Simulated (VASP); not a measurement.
Here is a VASP 6.6.1 calculation.

INCAR

```
SYSTEM = ErH
ALGO = Normal
EDIFF = 1E-6
ENCUT = 600
GGA = PS
GGA_COMPAT = .FALSE.
ISIF = 2
ISMEAR = -1
ISPIN = 2
LASPH = .TRUE.
LCHARG = .FALSE.
LMAXMIX = 6
LORBIT = 11
LREAL = .FALSE.
LWAVE = .FALSE.
MAGMOM = 3 0
NBANDS = 22
NELM = 200
PREC = Accurate
SIGMA = 0.05
```

KPOINTS

```
k-points
0
G
  4 4 4
  0 0 0
```

File POSCAR:

```
ErH
1.0
    0.0000000000      2.4358500000      2.4358500000
    2.4358500000      0.0000000000      2.4358500000
    2.4358500000      2.4358500000      0.0000000000
Er H
1 1
Direct
    0.0000000000      0.0000000000      0.0000000000
    0.5000000000      0.5000000000      0.5000000000
```

Potentials or basis: VASP PAW PBE potentials, release 64 (Er, H).

Launch:

```console
$ cat potpaw_PBE.64/Er/POTCAR potpaw_PBE.64/H/POTCAR > POTCAR
$ mpirun -np 1 vasp_std > vasp.out
```

Task: Estimate the pressure.

Result: -1.6 GPa.

Task: Estimate the net moment.

Result: 2.34 μB per cell.

Caveat: the k points lie up to 0.56 Å⁻¹ apart; the magnetic or orbital state may not be the lowest; the PAW data sets were made with another functional, which shifts forces and pressure a little. The state reached can hang on the start; a lower one may exist.
